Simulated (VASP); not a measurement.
Wanted: the native input for a VASP 6.6.1 run.

* Task: single point
* Functional: LDA
* Potentials or basis: VASP PAW LDA potentials, release 64 (Au, Al)
* Cutoff: 520 eV
* k mesh: 8 × 8 × 8
* Occupations: fermi-dirac, width 0.05 eV
* Spin: no spin polarisation
* Dipole correction: no
* Further INCAR settings: ALGO = Normal; EDIFF = 1e-06; NBANDS = 16

The structure of Al2Au lies in POSCAR:

```
Al2Au
1.0
    0.0000000000      3.0394782115      3.0394782115
    3.0394782115      0.0000000000      3.0394782115
    3.0394782115      3.0394782115      0.0000000000
Au Al
1 2
Direct
    0.0000000000      0.0000000000      0.0000000000
    0.7500000000      0.7500000000      0.7500000000
    0.2500000000      0.2500000000      0.2500000000
```

This cell differs from its parent crystal: volume scaled by 1.04.

The input as run:

INCAR

```
ALGO = Normal ; EDIFF = 1E-6
ENCUT = 520 ; ISIF = 2
ISMEAR = -1 ; LASPH = T
LCHARG = F ; LREAL = F
LWAVE = F ; NBANDS = 16
NELM = 80 ; PREC = Accurate
SIGMA = 0.05
```

KPOINTS

```
k-points
0
Gamma
  8 8 8
```

Potentials or basis: VASP PAW LDA potentials, release 64 (Au, Al).

Run with:

```console
$ cat potpaw_LDA.64/Au/POTCAR potpaw_LDA.64/Al/POTCAR > POTCAR
$ mpirun -np 1 vasp_std > vasp.out
```

Results of the run:

| Item | Value |
| --- | --- |
| Pressure | -6.3 GPa |

Run time: 9.8 s on 1 thread of AMD EPYC 9R45 96-Core Processor (Zen 5) (shared host), peak memory 0.14 GiB.
